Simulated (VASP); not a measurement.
# Sn (I4/mmm) in VASP: notebook

Runs on Sn. Level: PBE+D3(BJ). Tasks: single point.

Everything below comes from runs of VASP 6.6.1. Logs are shortened: lines on timing, memory, paths and dates and some standing lists are left out, and cuts for length are marked.

## 1. The cell of the first run

The structure is tetragonal, space group I4/mmm (No. 139). Conventional cell: a = 3.896 Å, b = 3.896 Å, c = 3.584 Å, α = 90.00°, β = 90.00°, γ = 90.00°. Sn (site symmetry 4/mmm) has 14 Sn at 3.29 to 3.90 Å within 4.3 Å.

## 2. Single point, PBE+D3(BJ)

INCAR reads:

```
SYSTEM = Sn
  ALGO = Fast
  EDIFF = 1E-7
  ENCUT = 520
  GGA = PE
  ISIF = 2
  ISMEAR = 0
  IVDW = 12
  LASPH = .TRUE.
  LCHARG = .TRUE.
  LELF = .TRUE.
  LREAL = .FALSE.
  LVHAR = .TRUE.
  LWAVE = .FALSE.
  NBANDS = 13
  NELM = 60
  PREC = Accurate
  SIGMA = 0.15
```

KPOINTS reads:

```
k-points
0
G
  20 20 20
  0 0 0
```

POSCAR reads:

```
Sn
1.0
   -1.9480501607      1.9480501607      1.7922061478
    1.9480501607     -1.9480501607      1.7922061478
    1.9480501607      1.9480501607     -1.7922061478
Sn
1
Direct
    0.0000000000      0.0000000000      0.0000000000
```

Potentials or basis: VASP PAW PBE potentials, release 64 (Sn_d).

The run is started by

```console
cat potpaw_PBE.64/Sn_d/POTCAR > POTCAR
mpirun -np 1 vasp_std > vasp.out
```

OUTCAR:

```text
SYSTEM = Sn
   EDIFF = 1E-7
   ENCUT = 520
   GGA = PE
   ISIF = 2
   ISMEAR = 0
   IVDW = 12
   LASPH = .TRUE.
   LREAL = .FALSE.
   NELM = 60
   PREC = Accurate
 IVDW          = 12

 ion  position               nearest neighbor table
   1  0.000  0.000  0.000-

  LATTYP: Found a body centered tetragonal cell.
 ALAT       =     3.8961003214
 C/A-ratio  =     0.9200000000

  Lattice vectors:

 A1 = (  -1.9480501607,   1.9480501607,   1.7922061478)
 A2 = (   1.9480501607,  -1.9480501607,   1.7922061478)
 A3 = (   1.9480501607,   1.9480501607,  -1.7922061478)

Analysis of symmetry for initial positions (statically):
=====================================================================
 Subroutine PRICEL returns:
 Original cell was already a primitive cell.

 Routine SETGRP: Setting up the symmetry group for a
 body centered tetragonal supercell.

 Subroutine GETGRP returns: Found 16 space group operations
 (whereof 16 operations were pure point group operations)
 out of a pool of 16 trial point group operations.

The static configuration has the point symmetry D_4h.

Analysis of symmetry for dynamics (positions and initial velocities):
=====================================================================
 Subroutine PRICEL returns:
 Original cell was already a primitive cell.

 Routine SETGRP: Setting up the symmetry group for a
 body centered tetragonal supercell.

 Subroutine GETGRP returns: Found 16 space group operations
 (whereof 16 operations were pure point group operations)
 out of a pool of 16 trial point group operations.

The dynamic configuration has the point symmetry D_4h.

 Subroutine INISYM returns: Found 16 space group operations
 (whereof 16 operations are pure point group operations),
 and found     1 'primitive' translations

----------------------------------------------------------------------------------------

                                     Primitive cell

  volume of cell :      27.2050

  direct lattice vectors                    reciprocal lattice vectors
    -1.948050161  1.948050161  1.792206148     0.000000000  0.256666902  0.278985763
     1.948050161 -1.948050161  1.792206148     0.256666902  0.000000000  0.278985763
     1.948050161  1.948050161 -1.792206148     0.256666902  0.256666902  0.000000000

  length of vectors
     3.286609459  3.286609459  3.286609459     0.379092277  0.379092277  0.362981814

  position of ions in fractional coordinates (direct lattice)
     0.000000000  0.000000000  0.000000000

  ion indices of the primitive-cell ions
   primitive index   ion index
                 1           1

----------------------------------------------------------------------------------------
[... 84 lines left out ...]
   EFERMI =   0.00;   METHOD = LEGACY
   ISMEAR =     0;   SIGMA  =   0.15  broadening in eV -4-tet -1-fermi 0-gaus
   EFERMI_NEDOS =   21; number of points for ismear=-14 and -15
   IALGO  =     68    algorithm
   IMIX   =      4    mixing-type and parameters
     AMIX     =   0.40;   BMIX     =  1.00
     AMIX_MAG =   1.60;   BMIX_MAG =  1.00
  volume/ion in A,a.u.               =      27.20       183.59
  Fermi-wavevector in a.u.,A,eV,Ry     =   1.311902  2.479136 23.416813  1.721087
  Thomas-Fermi vector in A             =   2.442332
   LORBIT       =      0    0 simple, 1 ext, 2 COOP (PROOUT), +10 PAW based schemes
   GGA     = PE    functional components
   LHFCALC =     F    Hartree Fock is set to
   AEXX    =    0.0000 exact exchange contribution
   IVDW    =    12    specifies the selected vdW correction
   LEPSILON=     F    determine dielectric tensor
   LRPA    =     F    only Hartree local field effects (RPA)
 non-spin polarized calculation
 RMM-DIIS sequential band-by-band and
 Gauss-broadening in eV      SIGMA  =   0.15
  energy-cutoff  :      520.00
  volume of cell :       27.20
 maximum number of plane-waves:       751
   NGX = 13   NGY = 13   NGZ = 13

 number of electron      13.9999993 magnetization

 Free energy of the ion-electron system (eV)
  ---------------------------------------------------
  ext. energy  EPLUGINS =         0.00000000
  ---------------------------------------------------
  free energy    TOTEN  =        -3.78356035 eV

  energy without entropy =       -3.77754153  energy(sigma->0) =       -3.78055094

 E-fermi :   8.0830     XC(G=0): -10.3622

 val. band max:        8.0776567653   @ k =   0.4500   0.2500   0.1000
 cond. band min:       8.0883513288   @ k =  -0.2500  -0.2500   0.1500
 fundamental gap:      0.0106945635
 Fermi energy:         8.0829672242

 k-point     1 :       0.0000    0.0000    0.0000
  band No.  band energies     occupation
      1     -13.4983      2.00000
      2     -13.4725      2.00000
      3     -13.4725      2.00000
      4     -13.3737      2.00000
      5     -13.3300      2.00000
      6      -3.0040      2.00000
      7      15.7265      0.00000
      8      15.7265      0.00000
      9      16.4746      0.00000
     10      19.7225      0.00000
     11      20.0585      0.00000
     12      20.0585      0.00000
     13      21.0381      0.00000
[... 354 lines left out ...]
  band No.  band energies     occupation
      1     -13.5192      2.00000
      2     -13.4600      2.00000
      3     -13.3548      2.00000
      4     -13.3536      2.00000
      5     -13.3237      2.00000
      6      -0.6219      2.00000
      7       7.6620      1.99993
      8      11.7682      0.00000
      9      13.3837      0.00000
     10      16.3104      0.00000
     11      17.1819      0.00000
     12      21.9052      0.00000
     13      23.5385      0.00000

 [... further k-points ...]

------------------------ aborting loop because EDIFF is reached ----------------------------------------

 Edisp (eV)   -0.38452

 E8    (eV) :    -0.1845

  FORCE on cell =-STRESS in cart. coord.  units (eV):
  Direction    XX          YY          ZZ          XY          YZ          ZX
  --------------------------------------------------------------------------------------
  -------------------------------------------------------------------------------------
  Total      -0.19768    -0.19768    -0.37102     0.00000     0.00000     0.00000
  in kB     -11.64219   -11.64219   -21.85052     0.00000     0.00000     0.00000
  external pressure =      -15.04 kB  Pullay stress =        0.00 kB

 VOLUME and BASIS-vectors are now :
 -----------------------------------------------------------------------------
  energy-cutoff  :      520.00
  volume of cell :       27.20
      direct lattice vectors                 reciprocal lattice vectors
    -1.948050161  1.948050161  1.792206148     0.000000000  0.256666902  0.278985763
     1.948050161 -1.948050161  1.792206148     0.256666902  0.000000000  0.278985763
     1.948050161  1.948050161 -1.792206148     0.256666902  0.256666902  0.000000000

 POSITION                                       TOTAL-FORCE (eV/Angst)
 -----------------------------------------------------------------------------------
      0.00000      0.00000      0.00000         0.000000     -0.000000      0.000000
 -----------------------------------------------------------------------------------
    total drift:                               -0.000000      0.000000      0.000000

  FREE ENERGIE OF THE ION-ELECTRON SYSTEM (eV)
  ---------------------------------------------------
  free  energy   TOTEN  =        -4.1680762070 eV

  energy  without entropy=       -4.1620573820  energy(sigma->0) =       -4.16506679
```

OSZICAR:

```text
N       E                     dE             d eps       ncg     rms          rms(c)
DAV:   1     0.813744664482E+02    0.81374E+02   -0.71811E+03 17167   0.160E+03
DAV:   2     0.196729249886E+01   -0.79407E+02   -0.76929E+02 17646   0.343E+02
DAV:   3    -0.367520999256E+01   -0.56425E+01   -0.56207E+01 19876   0.737E+01
DAV:   4    -0.379240955268E+01   -0.11720E+00   -0.11717E+00 19594   0.114E+01
DAV:   5    -0.379643578428E+01   -0.40262E-02   -0.40262E-02 21690   0.206E+00    0.133E+00
RMM:   6    -0.378672768282E+01    0.97081E-02   -0.90230E-03 21040   0.125E+00    0.760E-01
RMM:   7    -0.378361220098E+01    0.31155E-02   -0.73134E-03 20749   0.101E+00    0.974E-02
RMM:   8    -0.378352234044E+01    0.89861E-04   -0.78858E-04 22927   0.429E-01    0.289E-02
RMM:   9    -0.378355632337E+01   -0.33983E-04   -0.31539E-04 25219   0.173E-01    0.187E-02
RMM:  10    -0.378355815943E+01   -0.18361E-05   -0.51111E-05 22526   0.107E-01    0.280E-03
RMM:  11    -0.378356019746E+01   -0.20380E-05   -0.29319E-05 27598   0.516E-02    0.605E-03
RMM:  12    -0.378356066145E+01   -0.46399E-06   -0.23489E-06 25084   0.150E-02    0.889E-03
RMM:  13    -0.378356041617E+01    0.24529E-06   -0.56107E-07 21175   0.104E-02    0.266E-03
RMM:  14    -0.378356035415E+01    0.62021E-07   -0.16382E-07 11656   0.451E-03
   1 F= -.41680762E+01 E0= -.41650668E+01  d E =-.601882E-02
```

stdout:

```text
POSCAR found type information on POSCAR Sn
 POSCAR found :  1 types and       1 ions
 scaLAPACK will be used
 LDA part: xc-table for (Slater+PW92), standard interpolation
 POSCAR, INCAR and KPOINTS ok, starting setup
 FFT: planning ... GRIDC
 FFT: planning ... GRID_SOFT
 FFT: planning ... GRID
 WAVECAR not read
 entering main loop
WARNING in EDDRMM: call to ZHEGV failed, returncode =   8  4     12
WARNING in EDDRMM: call to ZHEGV failed, returncode =   8  4     10
WARNING in EDDRMM: call to ZHEGV failed, returncode =   6  3     10
WARNING in EDDRMM: call to ZHEGV failed, returncode =   8  4     12
WARNING in EDDRMM: call to ZHEGV failed, returncode =   6  3     10
WARNING in EDDRMM: call to ZHEGV failed, returncode =   8  4     11
WARNING in EDDRMM: call to ZHEGV failed, returncode =   6  3     12
WARNING in EDDRMM: call to ZHEGV failed, returncode =   6  3     10
WARNING in EDDRMM: call to ZHEGV failed, returncode =   6  3     11
WARNING in EDDRMM: call to ZHEGV failed, returncode =   6  3     11
WARNING in EDDRMM: call to ZHEGV failed, returncode =   6  3     11
```

Run time: 3.1 min. Hardware: 1 thread of Intel Xeon 8259CL, shared host; peak memory 0.32 GiB.

Results:

| Item | Value |
| --- | --- |
| Free energy | -4.1681 eV |
| Pressure | -1.5 GPa |
| Band gap on the k mesh | zero (bands 7 and 8 overlap by 9.91 eV) |
| Dispersion energy per atom | -0.385 eV |

Stress tensor (GPa, compression positive):
```
-1.16  0.00  0.00
 0.00 -1.16  0.00
 0.00  0.00 -2.19
```

Levels at points of the mesh, in eV from the Fermi level:
```csv
k point,band 3,band 4,band 5,band 6,band 7,band 8,band 9,band 10,band 11,band 12
"(0.00, 0.00, 0.00)",-21.56,-21.46,-21.41,-11.09,7.64,7.64,8.39,11.64,11.98,11.98
"(0.50, 0.00, 0.00)",-21.44,-21.42,-21.35,-6.20,-4.34,3.31,4.95,7.57,7.82,14.60
"(0.50, 0.50, 0.00)",-21.46,-21.44,-21.36,-6.78,-4.57,4.37,6.42,8.85,9.24,13.48
"(0.50, 0.50, 0.50)",-21.37,-21.37,-21.35,-2.67,-0.98,-0.98,0.64,3.47,4.46,18.31
```

Caveat: spin-orbit coupling is left out, which moves the levels of the heavy elements.

## 3. Single point, PBE+D3(BJ)

INCAR reads:

```
PREC = Accurate ; ENCUT = 520
EDIFF = 1E-7 ; ISMEAR = 0
SIGMA = 0.15 ; LREAL = F
LASPH = T ; NELM = 80
ALGO = Fast ; ISIF = 2
LWAVE = F ; LCHARG = F
GGA = PE ; IVDW = 12
NBANDS = 13
```

KPOINTS reads:

```
Automatic mesh
0
Gamma
  20 20 20
```

POSCAR reads:

```
Sn
1.0
   -1.8354047422      1.8354047422      2.0189452164
    1.8354047422     -1.8354047422      2.0189452164
    1.8354047422      1.8354047422     -2.0189452164
Sn
1
Direct
    0.0000000000      0.0000000000      0.0000000000
```

Potentials or basis: VASP PAW PBE potentials, release 64 (Sn_d).

The run is started by

```console
cat potpaw_PBE.64/Sn_d/POTCAR > POTCAR
mpirun -np 1 vasp_std > vasp.out
```

It took 3.3 min on 1 thread of Intel Xeon 8259CL, shared host; peak memory 0.32 GiB.

Results (log left out):

| Property | Result |
| --- | --- |
| Free energy | -4.1663 eV |
| Pressure | -1.4 GPa |
| Band gap on the k mesh | zero (bands 7 and 8 overlap by 9.98 eV) |
| Dispersion energy per atom | -0.384 eV |

Stress tensor (GPa, compression positive):
```
-1.56  0.00  0.00
 0.00 -1.56  0.00
 0.00  0.00 -0.95
```

Levels at points of the mesh, in eV from the Fermi level:
```csv
k point,band 5,band 6,band 7,band 8,band 9,band 10
"(0.00, 0.00, 0.00)",-21.42,-11.10,7.67,8.00,8.00,11.39
"(0.50, 0.00, 0.00)",-21.36,-6.60,-4.51,4.04,5.94,8.46
"(0.50, 0.50, 0.00)",-21.35,-6.01,-4.24,2.92,4.38,7.07
"(0.50, 0.50, 0.50)",-21.37,-2.74,-1.58,0.14,0.14,3.70
```

Caveat: spin-orbit coupling is left out, which moves the levels of the heavy elements.
